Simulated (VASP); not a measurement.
Set up this calculation in VASP 6.6.1, as the native input.

```yaml
Task: single point
Functional: LDA
Potentials_or_basis: VASP PAW LDA potentials, release 64 (Ga_d, As)
Cutoff: 520 eV
k_mesh: 10 × 10 × 10
Occupations: fermi-dirac, width 0.08 eV
Spin: no spin polarisation
Dipole_correction: no
Further_INCAR_settings: ALGO = Normal; EDIFF = 1e-06; NBANDS = 16
```

The structure of GaAs lies in POSCAR:

```
GaAs
1.0
    0.0000000000      2.8078772807      2.8078772807
    2.8078772807      0.0000000000      2.8078772807
    2.8078772807      2.8078772807      0.0000000000
Ga As
1 1
Direct
    0.0000000000      0.0000000000      0.0000000000
    0.7500000000      0.7500000000      0.7500000000
```

This cell differs from its parent crystal: volume scaled by 0.98.

These files were run (other wordings do the same):

INCAR

```
SYSTEM = GaAs
  PREC = Accurate
  ENCUT = 520
  EDIFF = 1E-6
  ISMEAR = -1
  SIGMA = 0.08
  LREAL = .FALSE.
  LASPH = .TRUE.
  NELM = 80
  ALGO = Normal
  ISIF = 2
  LWAVE = .FALSE.
  LCHARG = .TRUE.
  GGA = CA
  LELF = .TRUE.
  LVHAR = .TRUE.
  NBANDS = 16
```

KPOINTS

```
regular mesh
0
G
  10 10 10
  0 0 0
```

Potentials or basis: VASP PAW LDA potentials, release 64 (Ga_d, As).

Command:

```bash
$ cat potpaw_LDA.64/Ga_d/POTCAR potpaw_LDA.64/As/POTCAR > POTCAR
$ mpirun -np 1 vasp_std > vasp.out
```

It gave:

The pressure is -0.2 GPa. The band gap on the k mesh is 0.48 eV, direct.

It used 36 s of CPU time on 1 thread of AMD EPYC 7R13 Processor (Zen 3), with other jobs on the host.
